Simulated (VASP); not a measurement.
The system is Mo.

```
Mo
1.0
     2.85889    0.00000    0.00000
    -1.42944    2.47587    0.00000
     0.00000    0.00000    9.17695
Mo
4
Direct
  0.33333 0.66667 0.38172
  0.66667 0.33333 0.88172
  0.66667 0.33333 0.61828
  0.33333 0.66667 0.11828
```

| Quantity | Value |
| --- | --- |
| Program | VASP 6.6.1 |
| Task | relaxation of cell and atoms |
| Functional | r2SCAN |
| Potentials or basis | VASP PAW PBE potentials, release 64 (Mo_sv) |
| Cutoff | 600 eV |
| k mesh | 9 × 9 × 2 |
| Occupations | gaussian, width 0.1 eV |
| Spin | no spin polarisation |

At the start: pressure 2.5 GPa; volume 16.24 Å³/atom.

Problem. How do energy, volume and symmetry change on relaxing?

Solution. Over 22 steps the energy falls by 54.5 meV/atom and the volume is 16.44 Å³/atom (+1.2 %); space group P6_3/mmc (No. 194, to 0.05 Å).

The path:
```csv
step,energy change (eV),largest force (eV/Å),pressure (GPa),volume (Å³)
1,0.0000,0.1384,2.47,64.96
2,0.0146,0.0340,-6.31,67.33
3,-0.0126,0.1272,-1.26,65.92
4,-0.0276,0.0143,-1.08,65.61
5,-0.0303,0.0719,-0.89,65.48
6,-0.0460,0.1003,0.01,65.21
7,-0.1117,0.1873,2.26,64.63
8,-0.0909,0.9328,9.09,63.38
9,-0.1371,0.4913,4.93,64.07
10,-0.1395,0.5241,4.99,64.08
11,-0.1444,0.6257,5.22,64.12
12,-0.1432,0.7962,5.82,64.19
13,-0.1459,0.7072,5.45,64.16
14,-0.1540,0.6866,4.90,64.31
15,-0.1745,0.6255,3.29,64.79
16,-0.1974,0.5022,0.14,65.73
17,-0.1989,0.4575,-0.97,66.08
18,-0.2031,0.4051,-0.79,66.02
19,-0.2125,0.2461,-0.21,65.85
20,-0.2163,0.0642,1.09,65.51
21,-0.2172,0.0246,0.68,65.61
22,-0.2180,0.0041,0.15,65.75
```

Final structure:
```
CELL_PARAMETERS angstrom
2.72824 0.00000 0.00000
-1.36412 2.36272 0.00000
0.00000 0.00000 10.20030
ATOMIC_POSITIONS crystal
Mo 0.33333 0.66667 0.37894
Mo 0.66667 0.33333 0.87894
Mo 0.66667 0.33333 0.62106
Mo 0.33333 0.66667 0.12106
```

Caveat: the PAW data sets were made with another functional, which shifts forces and pressure a little.
